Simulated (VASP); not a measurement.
# Al2Cu3 (R-3m) in VASP: a series of runs

Al2Cu3 is run at these levels: PBE; tasks: single point.

Everything below comes from runs of VASP 6.6.1. Logs are shortened: lines on timing, memory, paths and dates and some standing lists are left out, and cuts for length are marked.

## Step 1: The cell of the first run

The structure is trigonal, space group R-3m (No. 166). The conventional cell has a = 2.740 Å, b = 2.740 Å, c = 31.268 Å, α = 90.00°, β = 90.00°, γ = 120.00°. Within 3.4 Å of Al (site symmetry 3m) lie 3 Cu at 2.58 Å and 9 Al at 2.74 to 2.83 Å. Cu (site symmetry -3m) has 12 Cu at 2.55 to 2.74 Å within 3.4 Å. Within 3.4 Å of Cu (site symmetry 3m) lie 9 Cu at 2.55 to 2.74 Å and 3 Al at 2.58 Å.

## Step 2: Single point, PBE

INCAR reads:

```
  PREC = Accurate
  ENCUT = 520
  EDIFF = 1E-6
  ISMEAR = 0
  SIGMA = 0.1
  LREAL = False
  LASPH = True
  NELM = 60
  ALGO = Fast
  ISIF = 2
  LWAVE = False
  LCHARG = False
  GGA = PE
  NBANDS = 28
```

KPOINTS reads:

```
Automatic mesh
0
Gamma
  6 6 6
```

POSCAR reads:

```
Al2Cu3
1.0
    1.3701008560      0.7910280996     10.4227250205
   -1.3701008560      0.7910280996     10.4227250205
    0.0000000000     -1.5820561945     10.4227250209
Al Cu
2 3
Direct
    0.2041304129      0.2041304129      0.2041304129
    0.7958695871      0.7958695871      0.7958695871
    0.0000000000      0.0000000000      0.0000000000
    0.6025248326      0.6025248326      0.6025248326
    0.3974751674      0.3974751674      0.3974751674
```

Potentials or basis: VASP PAW PBE potentials, release 64 (Al, Cu).

Command:

```bash
$ cat potpaw_PBE.64/Al/POTCAR potpaw_PBE.64/Cu/POTCAR > POTCAR
$ mpirun -np 1 vasp_std > vasp.out
```

OUTCAR:

```text
PREC = Accurate
   ENCUT = 520
   EDIFF = 1E-6
   ISMEAR = 0
   LREAL = False
   LASPH = True
   NELM = 60
   ISIF = 2
   GGA = PE

 ion  position               nearest neighbor table
   1  0.204  0.204  0.204-   4 2.58   4 2.58   4 2.58   2 2.83   2 2.83   2 2.83
   2  0.796  0.796  0.796-   5 2.58   5 2.58   5 2.58   1 2.83   1 2.83   1 2.83
   3  0.000  0.000  0.000-   4 2.55   5 2.55   4 2.55   4 2.55   5 2.55   5 2.55
   4  0.603  0.603  0.603-   3 2.55   3 2.55   3 2.55   1 2.58   1 2.58   1 2.58
   5  0.397  0.397  0.397-   3 2.55   3 2.55   3 2.55   2 2.58   2 2.58   2 2.58

  LATTYP: Found a trigonal (rhomboedric) cell.
 ALAT       =    10.5421107309
 COS(alpha) =     0.9662184227

  Lattice vectors:

 A1 = (   1.3701008560,   0.7910280996,  10.4227250205)
 A2 = (  -1.3701008560,   0.7910280996,  10.4227250205)
 A3 = (   0.0000000000,  -1.5820561945,  10.4227250209)

Analysis of symmetry for initial positions (statically):
=====================================================================
 Subroutine PRICEL returns:
 Original cell was already a primitive cell.

 Routine SETGRP: Setting up the symmetry group for a
 trigonal (rhombohedral) supercell.

 Subroutine GETGRP returns: Found 12 space group operations
 (whereof 12 operations were pure point group operations)
 out of a pool of 12 trial point group operations.

The static configuration has the point symmetry D_3d.

Analysis of symmetry for dynamics (positions and initial velocities):
=====================================================================
 Subroutine PRICEL returns:
 Original cell was already a primitive cell.

 Routine SETGRP: Setting up the symmetry group for a
 trigonal (rhombohedral) supercell.

 Subroutine GETGRP returns: Found 12 space group operations
 (whereof 12 operations were pure point group operations)
 out of a pool of 12 trial point group operations.

The dynamic configuration has the point symmetry D_3d.

 Subroutine INISYM returns: Found 12 space group operations
 (whereof 12 operations are pure point group operations),
 and found     1 'primitive' translations

----------------------------------------------------------------------------------------

                                     Primitive cell

  volume of cell :      67.7762

  direct lattice vectors                    reciprocal lattice vectors
     1.370100856  0.791028100 10.422725020     0.364936638  0.210696266  0.031981400
    -1.370100856  0.791028100 10.422725020    -0.364936638  0.210696266  0.031981400
     0.000000000 -1.582056195 10.422725021     0.000000000 -0.421392532  0.031981400

  length of vectors
    10.542110731 10.542110731 10.542110731     0.422604397  0.422604397  0.422604397

  position of ions in fractional coordinates (direct lattice)
     0.204130413  0.204130413  0.204130413
     0.795869587  0.795869587  0.795869587
     0.000000000  0.000000000  0.000000000
     0.602524833  0.602524833  0.602524833
     0.397475167  0.397475167  0.397475167

  ion indices of the primitive-cell ions
   primitive index   ion index
                 1           1
                 2           2
                 3           3
                 4           4
                 5           5

----------------------------------------------------------------------------------------

 KPOINTS: Automatic mesh

Automatic generation of k-mesh.
 Grid dimensions read from file:
 generate k-points for:    6    6    6

 Generating k-lattice:

  Cartesian coordinates                     Fractional coordinates (reciprocal lattice)
     0.060822773  0.035116044  0.005330233     0.166666667 -0.000000000  0.000000000
    -0.060822773  0.035116044  0.005330233    -0.000000000  0.166666667  0.000000000
     0.000000000 -0.070232089  0.005330233    -0.000000000 -0.000000000  0.166666667

  Length of vectors
     0.070434066  0.070434066  0.070434066

  Shift w.r.t. Gamma in fractional coordinates (k-lattice)
     0.000000000  0.000000000  0.000000000

 Subroutine IBZKPT returns following result:
 ===========================================

 Found     32 irreducible k-points:

 Following reciprocal coordinates:
            Coordinates               Weight
  0.000000  0.000000  0.000000      1.000000
  0.166667  0.000000  0.000000      6.000000
  0.333333  0.000000  0.000000      6.000000
  0.500000  0.000000  0.000000      3.000000
  0.166667  0.166667  0.000000      6.000000
  0.333333  0.166667  0.000000     12.000000
[... 16 lines left out ...]
  0.500000  0.500000  0.166667      6.000000
 -0.333333  0.500000  0.166667     12.000000
 [... further k-points ...]
   k-points           NKPTS =     32   k-points in BZ     NKDIM =     32   number of bands    NBANDS=     28
   number of dos      NEDOS =    301   number of ions     NIONS =      5
   total plane-waves  NPLWV = 512000
   dimension x,y,z NGX =    80 NGY =   80 NGZ =   80
   dimension x,y,z NGXF=   160 NGYF=  160 NGZF=  160
   ions per type =               2   3
   NGX,Y,Z   is equivalent  to a cutoff of  12.62, 12.62, 12.62 a.u.
   NGXF,Y,Z  is equivalent  to a cutoff of  25.23, 25.23, 25.23 a.u.
 SYSTEM =  unknown system
   PREC   = accura    normal or accurate (medium, high low for compatibility)
   ISTART =      0    job   : 0-new  1-cont  2-samecut
   ICHARG =      2    charge: 1-file 2-atom 10-const
   ISPIN  =      1    spin polarized calculation?
   LNONCOLLINEAR =      F non collinear calculations
   LSORBIT =      F    spin-orbit coupling
   LASPH  =      T    aspherical Exc in radial PAW
   ENCUT  =  520.0 eV  38.22 Ry    6.18 a.u.  19.60 19.60 19.60*2*pi/ulx,y,z
   NELM   =     60;   NELMIN=  2; NELMDL= -5     # of ELM steps
   EDIFF  = 0.1E-05   stopping-criterion for ELM
   LREAL  =      F    real-space projection
   EDIFFG = 0.1E-04   stopping-criterion for IOM
   NSW    =      0    number of steps for IOM
   IBRION =     -1    ionic relax: 0-MD 1-quasi-New 2-CG
   NFREE  =      0    steps in history (QN), initial steepest desc. (CG)
   ISIF   =      2    stress and relaxation
   ISYM   =      2    0-nonsym 1-usesym 2-fastsym
   POTIM  = 0.5000    time-step for ionic-motion
   TEBEG  =    0.0;   TEEND  =   0.0 temperature during run
   PSTRESS=    0.0 pullay stress
   NELECT =      39.0000    total number of electrons
   NUPDOWN=      -1.0000    fix difference up-down
   EMIN   =  10.00;   EMAX   =-10.00  energy-range for DOS
   EFERMI =   0.00;   METHOD = LEGACY
   ISMEAR =     0;   SIGMA  =   0.10  broadening in eV -4-tet -1-fermi 0-gaus
   EFERMI_NEDOS =   21; number of points for ismear=-14 and -15
   IALGO  =     68    algorithm
   IMIX   =      4    mixing-type and parameters
     AMIX     =   0.40;   BMIX     =  1.00
     AMIX_MAG =   1.60;   BMIX_MAG =  1.00
  volume/ion in A,a.u.               =      13.56        91.48
  Fermi-wavevector in a.u.,A,eV,Ry     =   1.361666  2.573176 25.227042  1.854135
  Thomas-Fermi vector in A             =   2.488223
   LORBIT       =      0    0 simple, 1 ext, 2 COOP (PROOUT), +10 PAW based schemes
   GGA     = PE    functional components
   LHFCALC =     F    Hartree Fock is set to
   AEXX    =    0.0000 exact exchange contribution
   IVDW    =     0    specifies the selected vdW correction
   LEPSILON=     F    determine dielectric tensor
   LRPA    =     F    only Hartree local field effects (RPA)
 non-spin polarized calculation
 RMM-DIIS sequential band-by-band and
 Gauss-broadening in eV      SIGMA  =   0.10
  energy-cutoff  :      520.00
  volume of cell :       67.78
 maximum number of plane-waves:      1837
 NGX is ok and might be reduce to    80
   NGX = 39   NGY = 39   NGZ = 39

 number of electron      39.0000003 magnetization

 Free energy of the ion-electron system (eV)
  ---------------------------------------------------
  ext. energy  EPLUGINS =         0.00000000
  ---------------------------------------------------
  free energy    TOTEN  =       -18.89368009 eV

  energy without entropy =      -18.88887836  energy(sigma->0) =      -18.89127923

 E-fermi :   7.8060     XC(G=0): -11.5513

 val. band max:        7.7976461114   @ k =   0.5000   0.0000   0.0000
 cond. band min:       7.8584470277   @ k =   0.5000   0.1667   0.1667
 fundamental gap:      0.0608009163
 Fermi energy:         7.8059661315

 k-point     1 :       0.0000    0.0000    0.0000
  band No.  band energies     occupation
      1      -3.2559      2.00000
      2      -1.4394      2.00000
      3      -0.2384      2.00000
      4       2.6004      2.00000
      5       2.7263      2.00000
      6       4.1297      2.00000
[... 20 lines left out ...]
     27      20.6529      0.00000
     28      20.7044      0.00000

 k-point     2 :       0.1667    0.0000    0.0000
  band No.  band energies     occupation
      1      -2.5330      2.00000
      2      -0.7411      2.00000
      3       0.5244      2.00000
      4       3.0124      2.00000
      5       3.2879      2.00000
      6       4.1602      2.00000
[... 20 lines left out ...]
     27      19.6003      0.00000
     28      19.6388      0.00000

 k-point     3 :       0.3333    0.0000    0.0000
  band No.  band energies     occupation
      1      -0.4171      2.00000
      2       1.2067      2.00000
      3       2.4571      2.00000
      4       3.6274      2.00000
      5       3.7301      2.00000
      6       3.9932      2.00000
[... 20 lines left out ...]
     27      15.7740      0.00000
     28      17.2610      0.00000

 k-point     4 :       0.5000    0.0000    0.0000
  band No.  band energies     occupation
      1       2.6160      2.00000
      2       2.7487      2.00000
      3       2.9779      2.00000
      4       3.4064      2.00000
      5       3.6230      2.00000
      6       3.8931      2.00000
[... 578 lines left out ...]
     27      15.0977      0.00000
     28      15.2963      0.00000

 k-point    23 :       0.5000    0.5000    0.1667
  band No.  band energies     occupation
      1      -0.4069      2.00000
      2       1.1226      2.00000
      3       2.7143      2.00000
      4       3.2933      2.00000
      5       3.9343      2.00000
      6       4.0152      2.00000
[... 20 lines left out ...]
     27      16.3758      0.00000
     28      16.9973      0.00000

 k-point    24 :      -0.3333    0.5000    0.1667
  band No.  band energies     occupation
      1       1.5806      2.00000
      2       2.7820      2.00000
      3       3.3759      2.00000
      4       3.6873      2.00000
      5       3.9422      2.00000
      6       4.0978      2.00000
[... 20 lines left out ...]
     27      14.0650      0.00000
     28      15.2442      0.00000

 [... further k-points ...]

------------------------ aborting loop because EDIFF is reached ----------------------------------------

  FORCE on cell =-STRESS in cart. coord.  units (eV):
  Direction    XX          YY          ZZ          XY          YZ          ZX
  --------------------------------------------------------------------------------------
  -------------------------------------------------------------------------------------
  Total        0.1119807      0.1119807      0.1139968      0.0000000     -0.0000000      0.0000000
  in kB        2.6471404      2.6471404      2.6947971      0.0000000     -0.0000000      0.0000000
  external PRESSURE =       2.6630260 kB  Pullay stress =       0.0000000 kB

 VOLUME and BASIS-vectors are now :
 -----------------------------------------------------------------------------
  energy-cutoff  :      520.00
  volume of cell :       67.78
      direct lattice vectors                 reciprocal lattice vectors
     1.370100856  0.791028100 10.422725020     0.364936638  0.210696266  0.031981400
    -1.370100856  0.791028100 10.422725020    -0.364936638  0.210696266  0.031981400
     0.000000000 -1.582056195 10.422725021     0.000000000 -0.421392532  0.031981400

 POSITION                                       TOTAL-FORCE (eV/Angst)
 -----------------------------------------------------------------------------------
      0.00000      0.00000      6.38279         0.000000     -0.000000     -0.018198
      0.00000      0.00000     24.88539         0.000000      0.000000      0.018198
      0.00000      0.00000      0.00000         0.000000     -0.000000     -0.000000
      0.00000      0.00000     18.83985         0.000000      0.000000      0.000725
      0.00000      0.00000     12.42832         0.000000     -0.000000     -0.000725
 -----------------------------------------------------------------------------------
    total drift:                                0.000000      0.000000      0.000000

  FREE ENERGIE OF THE ION-ELECTRON SYSTEM (eV)
  ---------------------------------------------------
  free  energy   TOTEN  =       -18.8936800872 eV

  energy  without entropy=      -18.8888783631  energy(sigma->0) =      -18.89127923
```

Run time: 12 min. Hardware: 1 thread of AMD EPYC 7R13 (Zen 3), shared host; peak memory 0.94 GiB.

Results:

| Property | Result |
| --- | --- |
| Free energy | -18.8937 eV |
| Pressure | 0.3 GPa |
| Largest force | 0.018 eV/Å |
| Band gap on the k mesh | zero (an odd number of electrons rules out a gap without spin polarisation) |

Forces in eV/Å, atoms in the order of the input:
```
Al   0.000  0.000 -0.018
Al   0.000  0.000  0.018
Cu   0.000  0.000  0.000
Cu   0.000  0.000  0.001
Cu   0.000  0.000 -0.001
```

Levels at points of the mesh, in eV from the Fermi level:
```csv
k point,band 16,band 17,band 18,band 19,band 20,band 21,band 22,band 23,band 24,band 25
"(0.00, 0.00, 0.00)",-2.61,-2.22,-2.22,-1.77,-1.77,1.82,4.56,11.40,12.65,12.65
"(0.50, 0.00, 0.00)",-1.95,-1.83,-1.52,-1.08,-0.01,0.38,1.80,2.71,3.33,5.60
"(0.50, 0.50, 0.00)",-1.83,-1.52,-1.30,-0.88,-0.87,0.67,1.57,2.18,4.90,5.13
"(0.50, 0.50, 0.50)",-2.22,-2.22,-1.77,-1.77,-1.70,0.25,7.04,8.11,12.66,12.66
```

Caveat: the k points lie up to 0.44 Å⁻¹ apart, too coarse for converged energies and pressures of a metal.

## Step 3: Single point, PBE

This run uses another cell than the first one, of 13.91 Å³/atom.

INCAR reads:

```
SYSTEM = Al2Cu3
  PREC = Accurate
  ENCUT = 520
  EDIFF = 1E-6
  ISMEAR = 0
  SIGMA = 0.1
  LREAL = .False.
  LASPH = .True.
  NELM = 60
  ALGO = Normal
  ISIF = 2
  LWAVE = .False.
  LCHARG = .False.
  GGA = PE
  NBANDS = 28
```

KPOINTS reads:

```
Automatic mesh
0
Gamma
  6 6 6
  0 0 0
```

POSCAR reads:

```
Al2Cu3
1.0
    1.3498602300      0.7793421700     11.0215626100
   -1.3498602300      0.7793421700     11.0215626100
    0.0000000000     -1.5586843300     11.0215626100
Al Cu
2 3
Direct
    0.2000000000      0.2000000000      0.2000000000
    0.8000000000      0.8000000000      0.8000000000
    0.0000000000      0.0000000000      0.0000000000
    0.6000000000      0.6000000000      0.6000000000
    0.4000000000      0.4000000000      0.4000000000
```

Potentials or basis: VASP PAW PBE potentials, release 64 (Al, Cu).

Command:

```bash
$ cat potpaw_PBE.64/Al/POTCAR potpaw_PBE.64/Cu/POTCAR > POTCAR
$ mpirun -np 1 vasp_std > vasp.out
```

OUTCAR:

```text
SYSTEM = Al2Cu3
   PREC = Accurate
   ENCUT = 520
   EDIFF = 1E-6
   ISMEAR = 0
   LREAL = .False.
   LASPH = .True.
   NELM = 60
   ISIF = 2
   GGA = PE

 ion  position               nearest neighbor table
   1  0.200  0.200  0.200-   4 2.70   4 2.70   2 2.70   2 2.70   4 2.70   2 2.70
   2  0.800  0.800  0.800-   5 2.70   5 2.70   1 2.70   1 2.70   5 2.70   1 2.70
   3  0.000  0.000  0.000-   4 2.70   4 2.70   5 2.70   5 2.70   4 2.70   5 2.70
   4  0.600  0.600  0.600-   1 2.70   1 2.70   3 2.70   3 2.70   1 2.70   3 2.70
   5  0.400  0.400  0.400-   3 2.70   3 2.70   2 2.70   2 2.70   3 2.70   2 2.70
[... 949 lines left out ...]
  -------------------------------------------------------------------------------------
  Total        0.2588193      0.2588193     -3.2495590      0.0000000     -0.0000000     -0.0000000
  in kB        5.9606808      5.9606808    -74.8382486      0.0000000     -0.0000000     -0.0000000
  external PRESSURE =     -20.9722957 kB  Pullay stress =       0.0000000 kB

 VOLUME and BASIS-vectors are now :
 -----------------------------------------------------------------------------
  energy-cutoff  :      520.00
  volume of cell :       69.57
      direct lattice vectors                 reciprocal lattice vectors
     1.349860230  0.779342170 11.021562610     0.370408720  0.213855574  0.030243745
    -1.349860230  0.779342170 11.021562610    -0.370408720  0.213855574  0.030243745
     0.000000000 -1.558684330 11.021562610     0.000000000 -0.427711149  0.030243746

 POSITION                                       TOTAL-FORCE (eV/Angst)
 -----------------------------------------------------------------------------------
      0.00000      0.00000      6.61294         0.000000      0.000000      1.203786
      0.00000      0.00000     26.45175         0.000000     -0.000000     -1.203786
      0.00000      0.00000      0.00000         0.000000      0.000000      0.000000
      0.00000      0.00000     19.83881         0.000000      0.000000      0.095373
      0.00000      0.00000     13.22588         0.000000     -0.000000     -0.095373
 -----------------------------------------------------------------------------------
    total drift:                                0.000000      0.000000      0.000000

  FREE ENERGIE OF THE ION-ELECTRON SYSTEM (eV)
  ---------------------------------------------------
  free  energy   TOTEN  =       -18.6262660147 eV

  energy  without entropy=      -18.6163419327  energy(sigma->0) =      -18.62130397
```

OSZICAR:

```text
N       E                     dE             d eps       ncg     rms          rms(c)
DAV:   1     0.263256620319E+03    0.26326E+03   -0.16484E+04  1816   0.189E+03
DAV:   2    -0.569287112895E+01   -0.26895E+03   -0.25863E+03  1792   0.340E+02
DAV:   3    -0.235927254935E+02   -0.17900E+02   -0.16662E+02  2156   0.121E+02
DAV:   4    -0.241775794613E+02   -0.58485E+00   -0.57967E+00  2796   0.230E+01
DAV:   5    -0.241841528349E+02   -0.65734E-02   -0.65721E-02  2792   0.247E+00    0.214E+01
DAV:   6    -0.315078026994E+02   -0.73236E+01   -0.12948E+02  2396   0.243E+02    0.187E+01
DAV:   7    -0.195304025928E+02    0.11977E+02   -0.46046E+01  2544   0.104E+02    0.628E+00
DAV:   8    -0.186500649488E+02    0.88034E+00   -0.47686E+00  2408   0.401E+01    0.896E-01
DAV:   9    -0.186956072054E+02   -0.45542E-01   -0.83649E-01  3004   0.157E+01    0.214E+00
DAV:  10    -0.186501291448E+02    0.45478E-01   -0.18547E-01  2580   0.116E+01    0.130E+00
DAV:  11    -0.186385455648E+02    0.11584E-01   -0.33298E-02  2616   0.615E+00    0.847E-01
DAV:  12    -0.186261461293E+02    0.12399E-01   -0.45463E-02  2384   0.408E+00    0.102E-01
DAV:  13    -0.186264313540E+02   -0.28522E-03   -0.22488E-03  2460   0.681E-01    0.900E-02
DAV:  14    -0.186262687134E+02    0.16264E-03   -0.99887E-04  2384   0.726E-01    0.195E-02
DAV:  15    -0.186262786092E+02   -0.98958E-05   -0.13296E-04  2092   0.107E-01    0.267E-02
DAV:  16    -0.186262679533E+02    0.10656E-04   -0.22271E-05  2548   0.903E-02    0.122E-02
DAV:  17    -0.186262667069E+02    0.12464E-05   -0.24404E-06  1356   0.287E-02    0.624E-03
DAV:  18    -0.186262660147E+02    0.69217E-06   -0.25375E-06  1236   0.292E-02
   1 F= -.18626266E+02 E0= -.18621304E+02  d E =-.992408E-02
```

Run time: 20 min. Hardware: 1 thread of AMD EPYC 7R13 (Zen 3), shared host; peak memory 0.99 GiB.

Results:

```yaml
Free_energy: -18.6263 eV
Pressure: -2.1 GPa
Largest_force: 1.204 eV/Å
Band_gap_on_the_k_mesh: zero (an odd number of electrons rules out a gap without spin polarisation)
```

Forces on the atoms (eV/Å):
```
Al   0.000  0.000  1.204
Al   0.000  0.000 -1.204
Cu   0.000  0.000  0.000
Cu   0.000  0.000  0.095
Cu   0.000  0.000 -0.095
```

Caveat: the k points lie up to 0.45 Å⁻¹ apart, too coarse for converged energies and pressures of a metal; forces of over 1 eV/Å act on the atoms, so gaps and moduli don't describe the material at rest.
